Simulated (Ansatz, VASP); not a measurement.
## ZnReH: VASP beside Ansatz

File INCAR:

```
PREC = Accurate
ENCUT = 520
EDIFF = 1E-6
ISMEAR = 0
SIGMA = 0.1
LREAL = False
LASPH = True
NELM = 100
ALGO = Normal
ISIF = 2
LWAVE = False
LCHARG = False
GGA = PE
NBANDS = 17
```

KPOINTS

```
regular mesh
0
Gamma
  6 6 4
```

File POSCAR:

```
ZnReH
1.0
    3.0410438600      0.0000000000      0.0000000000
    0.0000000000      3.0410438600      0.0000000000
    0.0000000000      0.0000000000      4.5581320800
Zn Re H
1 1 1
Direct
    0.0000000000      0.0000000000      0.5000000000
    0.0000000000      0.0000000000      0.0000000000
    0.5000000000      0.5000000000      0.0000000000
```

Input for Ansatz:

```yaml
crystal:
  lattice:
    - [3.04104386, 0.0, 0.0]
    - [0.0, 3.04104386, 0.0]
    - [0.0, 0.0, 4.55813208]
  atoms:
    - { symbol: Zn, position: [0.0, 0.0, 0.5] }
    - { symbol: Re, position: [0.0, 0.0, 0.0] }
    - { symbol: H, position: [0.5, 0.5, 0.0] }
basis:
  ecutwfc: 420
kpoints:
  mp_grid: { grid: [6, 6, 4] }
hamiltonian:
  xc: pbe
scf:
  occupations: { method: gaussian, width: 0.1 }
  lower_state_search: "off"
output:
  forces: true
  stress: true
  eigenvalues: true
```

Alike in both runs: task single point; functional PBE; k mesh 6 × 6 × 4; occupations gaussian, width 0.1 eV; no spin polarisation.

```csv
,VASP,Ansatz
version,VASP 6.6.1,Ansatz 0.2.0
potentials or method,"VASP PAW PBE potentials, release 64 (Zn, Re, H), cutoff 520 eV","scalar-relativistic, plane waves, PAW"
valence electrons in the cell,20,28
```

Ansatz gave:

| Quantity | Value |
| --- | --- |
| gap on the k mesh at the Fermi level (eV) | none |
| pressure (GPa) | -1.1 |
| traceless stress, the component that is largest in VASP (GPa) | 51.28 |

Q: Which values does VASP return?

A: gap on the k mesh at the Fermi level (eV): none; pressure (GPa): -1.0; traceless stress, the component that is largest in VASP (GPa): 51.58.

A gap of «none» marks a metal or a gap that the smearing closes. With one functional, cell and mesh, what is left measures potentials, basis and numerics. VASP's potentials hold 20 valence electrons a cell and Ansatz's 28, so a difference there can come from the potentials and not from the codes.

Spin-orbit coupling is off throughout.
